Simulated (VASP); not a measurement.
# Ta2N (P-3m1) in VASP: notebook, part 2 of 3

VASP 6.6.1.

## Step 3: Single point, PBEsol (12.40 Å³/atom)

This run uses another cell than the first one, of 12.40 Å³/atom.

Input file INCAR:

```
SYSTEM = Ta2N
  PREC = Accurate
  ENCUT = 700
  EDIFF = 1E-6
  ISMEAR = 0
  SIGMA = 0.15
  LREAL = .FALSE.
  LASPH = .TRUE.
  NELM = 120
  ALGO = Normal
  ISIF = 2
  LWAVE = .FALSE.
  LCHARG = .FALSE.
  GGA = PS
  NBANDS = 22
  GGA_COMPAT = .FALSE.
```

Input file KPOINTS:

```
Automatic mesh
0
G
  18 18 10
  0 0 0
```

Input file POSCAR:

```
Ta2N
1.0
    3.0766696481      0.0000000000      0.0000000000
   -1.5383348240      2.6644740743      0.0000000000
    0.0000000000      0.0000000000      4.5393183988
Ta N
2 1
Direct
    0.6666666667      0.3333333333      0.7463700642
    0.3333333333      0.6666666667      0.2536299358
    0.0000000000      0.0000000000      0.0000000000
```

Potentials or basis: VASP PAW PBE potentials, release 64 (Ta_sv_GW, N).

Started as:

```
$ cat potpaw_PBE.64/Ta_sv_GW/POTCAR potpaw_PBE.64/N/POTCAR > POTCAR
$ mpirun -np 1 vasp_std > vasp.out
```

OUTCAR:

```text
SYSTEM = Ta2N
   PREC = Accurate
   ENCUT = 700
   EDIFF = 1E-6
   ISMEAR = 0
   LREAL = .FALSE.
   LASPH = .TRUE.
   NELM = 120
   ISIF = 2
   GGA = PS

 ion  position               nearest neighbor table
   1  0.667  0.333  0.746-   3 2.12   3 2.12   3 2.12   2 2.86   2 2.86   2 2.86   2 2.91   2 2.91
                             2 2.91
   2  0.333  0.667  0.254-   3 2.12   3 2.12   3 2.12   1 2.86   1 2.86   1 2.86   1 2.91   1 2.91
                             1 2.91
   3  0.000  0.000  0.000-   1 2.12   2 2.12   2 2.12   1 2.12   1 2.12   2 2.12

  LATTYP: Found a hexagonal cell.
 ALAT       =     3.0766696481
 C/A-ratio  =     1.4754000000

  Lattice vectors:

 A1 = (   3.0766696481,   0.0000000000,   0.0000000000)
 A2 = (  -1.5383348240,   2.6644740743,   0.0000000000)
 A3 = (   0.0000000000,   0.0000000000,   4.5393183988)

Analysis of symmetry for initial positions (statically):
=====================================================================
 Subroutine PRICEL returns:
 Original cell was already a primitive cell.

 Routine SETGRP: Setting up the symmetry group for a
 hexagonal supercell.

 Subroutine GETGRP returns: Found 12 space group operations
 (whereof 12 operations were pure point group operations)
 out of a pool of 24 trial point group operations.

The static configuration has the point symmetry D_3d.

Analysis of symmetry for dynamics (positions and initial velocities):
=====================================================================
 Subroutine PRICEL returns:
 Original cell was already a primitive cell.

 Routine SETGRP: Setting up the symmetry group for a
 hexagonal supercell.

 Subroutine GETGRP returns: Found 12 space group operations
 (whereof 12 operations were pure point group operations)
 out of a pool of 24 trial point group operations.

The dynamic configuration has the point symmetry D_3d.

 Subroutine INISYM returns: Found 12 space group operations
 (whereof 12 operations are pure point group operations),
 and found     1 'primitive' translations

[... 117 lines left out ...]
  volume/ion in A,a.u.               =      12.40        83.71
  Fermi-wavevector in a.u.,A,eV,Ry     =   1.540403  2.910940 32.284473  2.372842
  Thomas-Fermi vector in A             =   2.646495
   LORBIT       =      0    0 simple, 1 ext, 2 COOP (PROOUT), +10 PAW based schemes
   GGA     = PS    functional components
   LHFCALC =     F    Hartree Fock is set to
   AEXX    =    0.0000 exact exchange contribution
   IVDW    =     0    specifies the selected vdW correction
   LEPSILON=     F    determine dielectric tensor
   LRPA    =     F    only Hartree local field effects (RPA)
 non-spin polarized calculation
 Gauss-broadening in eV      SIGMA  =   0.15
  energy-cutoff  :      700.00
  volume of cell :       37.21
 maximum number of plane-waves:      1592
 NGX is ok and might be reduce to    28
   NGX = 13   NGY = 13   NGZ = 19

 number of electron      30.9999999 magnetization

 Free energy of the ion-electron system (eV)
  ---------------------------------------------------
  ext. energy  EPLUGINS =         0.00000000
  ---------------------------------------------------
  free energy    TOTEN  =       -41.32091144 eV

  energy without entropy =      -41.30983868  energy(sigma->0) =      -41.31537506

 E-fermi :  12.9920     XC(G=0): -13.8894

 val. band max:       12.9878989869   @ k =   0.2778   0.0000   0.5000
 cond. band min:      13.0004985875   @ k =  -0.1667  -0.4444   0.3000
 fundamental gap:      0.0125996006
 Fermi energy:        12.9919908873

 k-point     1 :       0.0000    0.0000    0.0000
  band No.  band energies     occupation
      1     -55.3652      2.00000
      2     -55.2189      2.00000
      3     -22.6507      2.00000
      4     -21.6842      2.00000
      5     -21.6842      2.00000
      6     -21.4603      2.00000
[... 589 lines left out ...]
     21      18.1296      0.00000
     22      18.6359      0.00000

 [... further k-points ...]

------------------------ aborting loop because EDIFF is reached ----------------------------------------

  FORCE on cell =-STRESS in cart. coord.  units (eV):
  Direction    XX          YY          ZZ          XY          YZ          ZX
  --------------------------------------------------------------------------------------
  -------------------------------------------------------------------------------------
  Total        3.8021349      3.8021349      7.6495533      0.0000000     -0.0000000     -0.0000000
  in kB      163.7024163    163.7024163    329.3545341      0.0000000     -0.0000000     -0.0000000
  external PRESSURE =     218.9197889 kB  Pullay stress =       0.0000000 kB

 VOLUME and BASIS-vectors are now :
 -----------------------------------------------------------------------------
  energy-cutoff  :      700.00
  volume of cell :       37.21
      direct lattice vectors                 reciprocal lattice vectors
     3.076669648  0.000000000  0.000000000     0.325026771  0.187654294  0.000000000
    -1.538334824  2.664474074  0.000000000     0.000000000  0.375308587  0.000000000
     0.000000000  0.000000000  4.539318399     0.000000000  0.000000000  0.220297391

 POSITION                                       TOTAL-FORCE (eV/Angst)
 -----------------------------------------------------------------------------------
      1.53833      0.88816      3.38801         0.000000      0.000000      0.009281
     -0.00000      1.77632      1.15131        -0.000000     -0.000000     -0.009281
      0.00000      0.00000      0.00000         0.000000      0.000000      0.000000
 -----------------------------------------------------------------------------------
    total drift:                                0.000000     -0.000000     -0.000000

  FREE ENERGIE OF THE ION-ELECTRON SYSTEM (eV)
  ---------------------------------------------------
  free  energy   TOTEN  =       -41.3209114415 eV

  energy  without entropy=      -41.3098386834  energy(sigma->0) =      -41.31537506
```

OSZICAR:

```text
N       E                     dE             d eps       ncg     rms          rms(c)
DAV:   1     0.304987647128E+03    0.30499E+03   -0.22524E+04 14528   0.178E+03
DAV:   2    -0.253059210993E+02   -0.33029E+03   -0.31566E+03 18092   0.458E+02
DAV:   3    -0.450599319495E+02   -0.19754E+02   -0.19456E+02 19670   0.112E+02
DAV:   4    -0.456347032285E+02   -0.57477E+00   -0.57427E+00 18358   0.164E+01
DAV:   5    -0.456416752285E+02   -0.69720E-02   -0.69696E-02 20526   0.185E+00    0.105E+02
DAV:   6    -0.417109519695E+02    0.39307E+01   -0.16031E+01 18984   0.257E+01    0.749E+01
DAV:   7    -0.416861970949E+02    0.24755E-01   -0.54263E+00 16412   0.158E+01    0.363E+00
DAV:   8    -0.413254774969E+02    0.36072E+00   -0.12492E+00 17670   0.738E+00    0.529E+00
DAV:   9    -0.413219071026E+02    0.35704E-02   -0.12371E-01 16390   0.254E+00    0.308E+00
DAV:  10    -0.413210986693E+02    0.80843E-03   -0.42369E-03 17968   0.486E-01    0.210E+00
DAV:  11    -0.413211144488E+02   -0.15780E-04   -0.86655E-04 17616   0.287E-01    0.153E+00
DAV:  12    -0.413209492981E+02    0.16515E-03   -0.15978E-03 19600   0.325E-01    0.108E+00
DAV:  13    -0.413209148964E+02    0.34402E-04   -0.10280E-04 18268   0.754E-02    0.314E-01
DAV:  14    -0.413209126550E+02    0.22414E-05   -0.13285E-05 14422   0.239E-02    0.157E-02
DAV:  15    -0.413209115166E+02    0.11384E-05   -0.78924E-06 16894   0.181E-02    0.580E-02
DAV:  16    -0.413209114415E+02    0.75096E-07   -0.34507E-07  8718   0.483E-03
   1 F= -.41320911E+02 E0= -.41315375E+02  d E =-.110728E-01
```

It took 3.8 min on 1 thread of Intel Xeon Platinum 8488C (Sapphire Rapids), shared host; peak memory 0.51 GiB.

What came out:

```
Free energy            : -41.3209 eV
Pressure               : 21.9 GPa
Largest force          : 0.009 eV/Å
Band gap on the k mesh : zero (an odd number of electrons rules out a gap without spin polarisation)
```

Forces on the atoms (eV/Å):
```
Ta   0.000  0.000  0.009
Ta   0.000  0.000 -0.009
N    0.000  0.000  0.000
```

Levels at points of the mesh, in eV from the Fermi level:
```
           k point  band 11  band 12  band 13  band 14  band 15  band 16  band 17  band 18  band 19  band 20
(0.00, 0.00, 0.00)    -6.76    -6.76    -4.65    -0.23    -0.23    -0.12    -0.09    -0.09     0.41     1.38
(0.50, 0.00, 0.00)    -6.94    -6.59    -4.99    -2.77    -1.32     1.69     2.84     4.00     4.41     4.53
(0.00, 0.00, 0.50)    -7.01    -7.01    -2.56    -2.29    -1.53    -1.53     2.30     2.30     2.72     2.72
(0.50, 0.00, 0.50)    -6.87    -6.56    -3.34    -2.15    -2.05     0.13     0.68     3.25     3.54     4.26
```

Caveat: the stress differs along the axes, from 16 to 33 GPa; the PAW data sets were made with another functional, which shifts forces and pressure a little; spin-orbit coupling is left out, which moves the levels of the heavy elements.

## Step 4: Single point, PBEsol (12.67 Å³/atom)

Input file INCAR:

```
PREC = Accurate ; ENCUT = 700
EDIFF = 1E-6 ; ISMEAR = 0
SIGMA = 0.15 ; LREAL = F
LASPH = T ; NELM = 120
ALGO = Normal ; ISIF = 2
LWAVE = F ; LCHARG = T
GGA = PS ; LELF = T
LVHAR = T ; NBANDS = 22
GGA_COMPAT = F
```

Input file KPOINTS:

```
Automatic mesh
0
Gamma
  18 18 10
```

Input file POSCAR:

```
Ta2N
1.0
    3.1296251945      0.0000000000      0.0000000000
   -1.5648125973      2.7103349228      0.0000000000
    0.0000000000      0.0000000000      4.4803714285
Ta N
2 1
Direct
    0.6666666667      0.3333333333      0.7463700642
    0.3333333333      0.6666666667      0.2536299358
    0.0000000000      0.0000000000      0.0000000000
```

Potentials or basis: VASP PAW PBE potentials, release 64 (Ta_sv_GW, N).

Started as:

```
$ cat potpaw_PBE.64/Ta_sv_GW/POTCAR potpaw_PBE.64/N/POTCAR > POTCAR
$ mpirun -np 1 vasp_std > vasp.out
```

OUTCAR:

```text
PREC = Accurate
   ENCUT = 700
   EDIFF = 1E-6
   ISMEAR = 0
   LREAL = F
   LASPH = T
   NELM = 120
   ISIF = 2
   GGA = PS

 ion  position               nearest neighbor table
   1  0.667  0.333  0.746-   3 2.13   3 2.13   3 2.13   2 2.85   2 2.85   2 2.85   2 2.90   2 2.90
                             2 2.90
   2  0.333  0.667  0.254-   3 2.13   3 2.13   3 2.13   1 2.85   1 2.85   1 2.85   1 2.90   1 2.90
                             1 2.90
   3  0.000  0.000  0.000-   1 2.13   2 2.13   1 2.13   2 2.13   1 2.13   2 2.13

  LATTYP: Found a hexagonal cell.
[... 796 lines left out ...]
  FORCE on cell =-STRESS in cart. coord.  units (eV):
  Direction    XX          YY          ZZ          XY          YZ          ZX
  --------------------------------------------------------------------------------------
  -------------------------------------------------------------------------------------
  Total        1.4599617      1.4599617      7.3398522     -0.0000000      0.0000000      0.0000000
  in kB       61.5492468     61.5492468    309.4343965     -0.0000000      0.0000000      0.0000000
  external PRESSURE =     144.1776301 kB  Pullay stress =       0.0000000 kB

 VOLUME and BASIS-vectors are now :
 -----------------------------------------------------------------------------
  energy-cutoff  :      700.00
  volume of cell :       38.00
      direct lattice vectors                 reciprocal lattice vectors
     3.129625194  0.000000000  0.000000000     0.319527080  0.184479046  0.000000000
    -1.564812597  2.710334923  0.000000000     0.000000000  0.368958091  0.000000000
     0.000000000  0.000000000  4.480371428     0.000000000  0.000000000  0.223195781

 POSITION                                       TOTAL-FORCE (eV/Angst)
 -----------------------------------------------------------------------------------
      1.56481      0.90344      3.34402         0.000000      0.000000      0.399509
     -0.00000      1.80689      1.13636        -0.000000     -0.000000     -0.399509
      0.00000      0.00000      0.00000        -0.000000      0.000000      0.000000
 -----------------------------------------------------------------------------------
    total drift:                                0.000000     -0.000000     -0.000000

  FREE ENERGIE OF THE ION-ELECTRON SYSTEM (eV)
  ---------------------------------------------------
  free  energy   TOTEN  =       -41.3143890681 eV

  energy  without entropy=      -41.3039372775  energy(sigma->0) =      -41.30916317
```

It took 4.1 min on 1 thread of Intel Xeon Platinum 8559C (Emerald Rapids), shared host; peak memory 0.51 GiB.

Results:

| Property | Result |
| --- | --- |
| Free energy | -41.3144 eV |
| Pressure | 14.4 GPa |
| Largest force | 0.400 eV/Å |
| Band gap on the k mesh | zero (an odd number of electrons rules out a gap without spin polarisation) |

Forces in eV/Å, atoms in the order of the input:
```
Ta   0.000  0.000  0.400
Ta   0.000  0.000 -0.400
N    0.000  0.000  0.000
```

Stress tensor (GPa, compression positive):
```
 6.15  0.00  0.00
 0.00  6.15  0.00
 0.00  0.00 30.94
```

Caveat: the stress differs along the axes, from 6 to 31 GPa; the PAW data sets were made with another functional, which shifts forces and pressure a little; spin-orbit coupling is left out, which moves the levels of the heavy elements.

(Part 2 of 3 ends here.)
